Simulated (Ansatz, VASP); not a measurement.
# H22CO11: VASP beside Ansatz

```
O H C
1.0
     7.12037    0.00000    0.00000
     0.00000    7.12037    0.00000
     0.00000    0.00000    7.12037
O H C
11 22 1
Direct
  0.35315 0.77902 0.33081
  0.73868 0.18379 0.94519
  0.57327 0.26063 0.30603
  0.41970 0.26365 0.70176
  0.71378 0.90550 0.27233
  0.82169 0.68219 0.73715
  0.02531 0.96005 0.51005
  0.03629 0.49895 0.00435
  0.89297 0.41433 0.46009
  0.23539 0.19132 0.13160
  0.33819 0.74448 0.93432
  0.32613 0.77075 0.19537
  0.25287 0.85957 0.38239
  0.70048 0.24431 0.06382
  0.85684 0.24626 0.91292
  0.44747 0.25291 0.24570
  0.61767 0.12846 0.31039
  0.46771 0.27383 0.57318
  0.53402 0.25235 0.77821
  0.59124 0.84297 0.29659
  0.72981 0.91333 0.13616
  0.89232 0.79172 0.69102
  0.83935 0.58848 0.63526
  0.03293 0.09682 0.51889
  0.92299 0.93942 0.41846
  0.15181 0.56311 0.96355
  0.94165 0.56003 0.92141
  0.97317 0.46692 0.36252
  0.77477 0.38245 0.39505
  0.15782 0.29278 0.07718
  0.25589 0.10546 0.02701
  0.53336 0.90869 0.80704
  0.39482 0.73949 0.65423
  0.42514 0.79788 0.79574
```

Alike in both runs: functional PBE; dispersion D3(BJ); k mesh 1 × 1 × 1; occupations fermi-dirac, width 0.02 eV; no spin polarisation.

Ansatz relaxed the structure, and its values are those at the end. VASP's run is a single point on that final structure, the one shown.

```csv
,VASP,Ansatz
version,VASP 6.6.1,Ansatz 0.2.0
potentials or method,"VASP PAW PBE potentials, release 64 (O_h, H_h, C_h), cutoff 1000 eV","scalar-relativistic, plane waves, PAW"
valence electrons in the cell,92,92
```

Ansatz gave:

```
gap on the k mesh at the Fermi level (eV) : 3.74
rms of the force components (eV/Å)        : 0.056
```

Question: Which values does VASP return?

Answer: gap on the k mesh at the Fermi level (eV): 3.75; rms of the force components (eV/Å): 0.056.
